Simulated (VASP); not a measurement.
# W (Im-3m) in VASP: single point with r2SCAN

Aim: the single point of W with r2SCAN.

Everything below comes from runs of VASP 6.6.1. Logs are shortened: lines on timing, memory, paths and dates and some standing lists are left out, and cuts for length are marked.

## 1. The cell of the first run

It takes space group Im-3m (No. 229, cubic). Conventional cell: a = 3.174 Å, b = 3.174 Å, c = 3.174 Å, α = 90.00°, β = 90.00°, γ = 90.00°. Within 3.6 Å of W (site symmetry m-3m) lie 14 W at 2.75 to 3.17 Å.

## 2. Single point, r2SCAN

POSCAR

```
W
1.0
   -1.5869889400      1.5869889400      1.5869889400
    1.5869889400     -1.5869889400      1.5869889400
    1.5869889400      1.5869889400     -1.5869889400
W
1
Direct
    0.0000000000      0.0000000000      0.0000000000
```

INCAR.step1

```
PREC = Accurate ; ENCUT = 520
ISMEAR = -1 ; SIGMA = 0.0912
LREAL = F ; LASPH = T
NELM = 100 ; NBANDS = 13
GGA = PE ; ALGO = Normal
EDIFF = 1E-4 ; LWAVE = T
LCHARG = F
```

INCAR.step2

```
PREC = Accurate ; ENCUT = 520
EDIFF = 1E-6 ; ISMEAR = -1
SIGMA = 0.0912 ; LREAL = F
LASPH = T ; NELM = 100
ALGO = Normal ; ISIF = 2
LWAVE = F ; LCHARG = T
METAGGA = R2SCAN ; LMIXTAU = T
LELF = T ; LVHAR = T
NBANDS = 13 ; ISTART = 1
```

KPOINTS

```
Automatic mesh
0
Gamma
  15 15 15
```

Potentials or basis: VASP PAW PBE potentials, release 64 (W_sv).

Command:

```
$ cat potpaw_PBE.64/W_sv/POTCAR > POTCAR
$ cp INCAR.step1 INCAR
$ mpirun -np 1 vasp_std > vasp.out
$ cp INCAR.step2 INCAR
$ mpirun -np 1 vasp_std > vasp.out
```

OUTCAR:

```text
PREC = Accurate
   ENCUT = 520
   EDIFF = 1E-6
   ISMEAR = -1
   LREAL = F
   LASPH = T
   NELM = 100
   ISIF = 2
   METAGGA = R2SCAN
   ISTART = 1

 ion  position               nearest neighbor table
   1  0.000  0.000  0.000-

  LATTYP: Found a body centered cubic cell.
 ALAT       =     3.1739778800

  Lattice vectors:

 A1 = (  -1.5869889400,   1.5869889400,   1.5869889400)
 A2 = (   1.5869889400,  -1.5869889400,   1.5869889400)
 A3 = (   1.5869889400,   1.5869889400,  -1.5869889400)

Analysis of symmetry for initial positions (statically):
=====================================================================
 Subroutine PRICEL returns:
 Original cell was already a primitive cell.

 Routine SETGRP: Setting up the symmetry group for a
 body centered cubic supercell.

 Subroutine GETGRP returns: Found 48 space group operations
 (whereof 48 operations were pure point group operations)
 out of a pool of 48 trial point group operations.

The static configuration has the point symmetry O_h .

Analysis of symmetry for dynamics (positions and initial velocities):
=====================================================================
 Subroutine PRICEL returns:
 Original cell was already a primitive cell.

 Routine SETGRP: Setting up the symmetry group for a
 body centered cubic supercell.

 Subroutine GETGRP returns: Found 48 space group operations
 (whereof 48 operations were pure point group operations)
 out of a pool of 48 trial point group operations.

The dynamic configuration has the point symmetry O_h .

 Subroutine INISYM returns: Found 48 space group operations
 (whereof 48 operations are pure point group operations),
 and found     1 'primitive' translations

----------------------------------------------------------------------------------------

                                     Primitive cell

  volume of cell :      15.9875

  direct lattice vectors                    reciprocal lattice vectors
    -1.586988940  1.586988940  1.586988940     0.000000000  0.315062057  0.315062057
     1.586988940 -1.586988940  1.586988940     0.315062057  0.000000000  0.315062057
     1.586988940  1.586988940 -1.586988940     0.315062057  0.315062057  0.000000000

  length of vectors
     2.748745475  2.748745475  2.748745475     0.445565034  0.445565034  0.445565034

  position of ions in fractional coordinates (direct lattice)
     0.000000000  0.000000000  0.000000000

  ion indices of the primitive-cell ions
   primitive index   ion index
                 1           1

----------------------------------------------------------------------------------------

 KPOINTS: Automatic mesh

Automatic generation of k-mesh.
 Grid dimensions read from file:
 generate k-points for:   15   15   15

 Generating k-lattice:

  Cartesian coordinates                     Fractional coordinates (reciprocal lattice)
     0.000000000  0.021004137  0.021004137     0.066666667  0.000000000  0.000000000
     0.021004137  0.000000000  0.021004137     0.000000000  0.066666667  0.000000000
     0.021004137  0.021004137  0.000000000     0.000000000  0.000000000  0.066666667

  Length of vectors
     0.029704336  0.029704336  0.029704336

  Shift w.r.t. Gamma in fractional coordinates (k-lattice)
     0.000000000  0.000000000  0.000000000

 Subroutine IBZKPT returns following result:
 ===========================================

 Found    120 irreducible k-points:

 Following reciprocal coordinates:
            Coordinates               Weight
  0.000000  0.000000  0.000000      1.000000
  0.066667  0.000000  0.000000     12.000000
  0.133333  0.000000  0.000000     12.000000
  0.200000  0.000000  0.000000     12.000000
  0.266667  0.000000  0.000000     12.000000
  0.333333  0.000000  0.000000     12.000000
[... 16 lines left out ...]
  0.333333  0.200000  0.000000     48.000000
  0.400000  0.200000  0.000000     24.000000
 [... further k-points ...]
   k-points           NKPTS =    120   k-points in BZ     NKDIM =    120   number of bands    NBANDS=     13
   number of dos      NEDOS =    301   number of ions     NIONS =      1
   total plane-waves  NPLWV =   8000
   dimension x,y,z NGX =    20 NGY =   20 NGZ =   20
   dimension x,y,z NGXF=    40 NGYF=   40 NGZF=   40
   ions per type =               1
   NGX,Y,Z   is equivalent  to a cutoff of  12.10, 12.10, 12.10 a.u.
   NGXF,Y,Z  is equivalent  to a cutoff of  24.19, 24.19, 24.19 a.u.
 SYSTEM =  unknown system
   PREC   = accura    normal or accurate (medium, high low for compatibility)
   ISTART =      1    job   : 0-new  1-cont  2-samecut
   ICHARG =      0    charge: 1-file 2-atom 10-const
   ISPIN  =      1    spin polarized calculation?
   LNONCOLLINEAR =      F non collinear calculations
   LSORBIT =      F    spin-orbit coupling
   LASPH  =      T    aspherical Exc in radial PAW
   ENCUT  =  520.0 eV  38.22 Ry    6.18 a.u.   5.11  5.11  5.11*2*pi/ulx,y,z
   NELM   =    100;   NELMIN=  2; NELMDL=  0     # of ELM steps
   EDIFF  = 0.1E-05   stopping-criterion for ELM
   LREAL  =      F    real-space projection
   EDIFFG = 0.1E-04   stopping-criterion for IOM
   NSW    =      0    number of steps for IOM
   IBRION =     -1    ionic relax: 0-MD 1-quasi-New 2-CG
   NFREE  =      0    steps in history (QN), initial steepest desc. (CG)
   ISIF   =      2    stress and relaxation
   ISYM   =      2    0-nonsym 1-usesym 2-fastsym
   POTIM  = 0.5000    time-step for ionic-motion
   TEBEG  =    0.0;   TEEND  =   0.0 temperature during run
   PSTRESS=    0.0 pullay stress
   NELECT =      14.0000    total number of electrons
   NUPDOWN=      -1.0000    fix difference up-down
   EMIN   =  10.00;   EMAX   =-10.00  energy-range for DOS
   EFERMI =   0.00;   METHOD = LEGACY
   ISMEAR =    -1;   SIGMA  =   0.09  broadening in eV -4-tet -1-fermi 0-gaus
   EFERMI_NEDOS =   21; number of points for ismear=-14 and -15
   IALGO  =     38    algorithm
   IMIX   =      4    mixing-type and parameters
     AMIX     =   0.40;   BMIX     =  1.00
     AMIX_MAG =   1.60;   BMIX_MAG =  1.00
  volume/ion in A,a.u.               =      15.99       107.89
  Fermi-wavevector in a.u.,A,eV,Ry     =   1.566235  2.959755 33.376347  2.453092
  Thomas-Fermi vector in A             =   2.668593
   LORBIT       =      0    0 simple, 1 ext, 2 COOP (PROOUT), +10 PAW based schemes
   METAGGA = R2SCAN    functional components
   LHFCALC =     F    Hartree Fock is set to
   AEXX    =    0.0000 exact exchange contribution
   IVDW    =     0    specifies the selected vdW correction
   LEPSILON=     F    determine dielectric tensor
   LRPA    =     F    only Hartree local field effects (RPA)
 non-spin polarized calculation
  energy-cutoff  :      520.00
  volume of cell :       15.99
 maximum number of plane-waves:       444
   NGX = 11   NGY = 11   NGZ = 11

 number of electron      14.0000002 magnetization

 Free energy of the ion-electron system (eV)
  ---------------------------------------------------
  ext. energy  EPLUGINS =         0.00000000
  ---------------------------------------------------
  free energy    TOTEN  =       -51.35612580 eV

  energy without entropy =      -51.34621706  energy(sigma->0) =      -51.35117143

 E-fermi :  11.1264     XC(G=0): -14.9048

 val. band max:       11.0814942025   @ k =  -0.3333   0.4000   0.2667
 cond. band min:      11.2831133027   @ k =   0.4667   0.0667   0.0000
 fundamental gap:      0.2016191002
 Fermi energy:        11.1263997383

 k-point     1 :       0.0000    0.0000    0.0000
  band No.  band energies     occupation
      1     -64.9622      2.00000
      2     -27.8348      2.00000
      3     -27.8348      2.00000
      4     -27.8348      2.00000
      5       1.0859      2.00000
      6       9.8976      2.00000
      7       9.8976      2.00000
      8       9.8976      2.00000
      9      13.7090      0.00000
     10      13.7091      0.00000
     11      26.4062      0.00000
     12      26.4062      0.00000
     13      26.4062      0.00000

 k-point     2 :       0.0667    0.0000    0.0000
  band No.  band energies     occupation
      1     -64.9560      2.00000
      2     -27.8972      2.00000
      3     -27.8541      2.00000
      4     -27.8351      2.00000
      5       1.3081      2.00000
      6       9.7613      2.00000
      7       9.8641      2.00000
      8      10.1112      1.99997
      9      13.4923      0.00000
     10      13.7086      0.00000
     11      26.5928      0.00000
     12      26.7852      0.00000
     13      26.9353      0.00000

 k-point     3 :       0.1333    0.0000    0.0000
  band No.  band energies     occupation
      1     -64.9383      2.00000
      2     -28.0712      2.00000
      3     -27.9085      2.00000
      4     -27.8359      2.00000
      5       1.9390      2.00000
      6       9.3976      2.00000
      7       9.7140      2.00000
      8      10.7418      1.97096
      9      13.0902      0.00000
     10      13.7232      0.00000
     11      27.0052      0.00000
     12      27.8731      0.00000
     13      28.1596      0.00000
[... 305 lines left out ...]
 k-point    23 :       0.3333    0.2000    0.0000
  band No.  band energies     occupation
      1     -64.8102      2.00000
      2     -28.9885      2.00000
      3     -28.4213      2.00000
      4     -27.9681      2.00000
      5       5.9031      2.00000
      6       7.7454      2.00000
      7       9.3653      2.00000
      8      13.3214      0.00000
      9      14.6721      0.00000
     10      18.9597      0.00000
     11      21.7745      0.00000
     12      25.3630      0.00000
     13      28.0628      0.00000

 k-point    24 :       0.4000    0.2000    0.0000
  band No.  band energies     occupation
      1     -64.8050      2.00000
      2     -29.0098      2.00000
      3     -28.4578      2.00000
      4     -27.9707      2.00000
      5       5.8937      2.00000
      6       7.7202      2.00000
      7       9.6497      2.00000
      8      13.3808      0.00000
      9      14.8397      0.00000
     10      19.7156      0.00000
     11      20.9783      0.00000
     12      24.8263      0.00000
     13      27.9198      0.00000

 [... further k-points ...]
[... 5 lines left out ...]
  --------------------------------------------------------------------------------------
  -------------------------------------------------------------------------------------
  Total       -0.0354380     -0.0354380     -0.0354380      0.0000000      0.0000000      0.0000000
  in kB       -3.5513844     -3.5513844     -3.5513844      0.0000000      0.0000000      0.0000000
  external PRESSURE =      -3.5513844 kB  Pullay stress =       0.0000000 kB

 VOLUME and BASIS-vectors are now :
 -----------------------------------------------------------------------------
  energy-cutoff  :      520.00
  volume of cell :       15.99
      direct lattice vectors                 reciprocal lattice vectors
    -1.586988940  1.586988940  1.586988940     0.000000000  0.315062057  0.315062057
     1.586988940 -1.586988940  1.586988940     0.315062057  0.000000000  0.315062057
     1.586988940  1.586988940 -1.586988940     0.315062057  0.315062057  0.000000000

 POSITION                                       TOTAL-FORCE (eV/Angst)
 -----------------------------------------------------------------------------------
      0.00000      0.00000      0.00000        -0.000000      0.000000      0.000000
 -----------------------------------------------------------------------------------
    total drift:                                0.000000     -0.000000      0.000000

  FREE ENERGIE OF THE ION-ELECTRON SYSTEM (eV)
  ---------------------------------------------------
  free  energy   TOTEN  =       -51.3561257962 eV

  energy  without entropy=      -51.3462170630  energy(sigma->0) =      -51.35117143
```

Wall time 2.5 min (1 thread of Intel Xeon 8259CL, shared host); peak memory 0.15 GiB.

What came out:

* Free energy: -51.3561 eV
* Pressure: -0.4 GPa
* Band gap on the k mesh: zero (band 7 reaches 15.91 eV, above the bottom of band 8 at 9.90 eV)

Caveat: the PAW data sets were made with another functional, which shifts forces and pressure a little; spin-orbit coupling is left out, which moves the levels of the heavy elements.
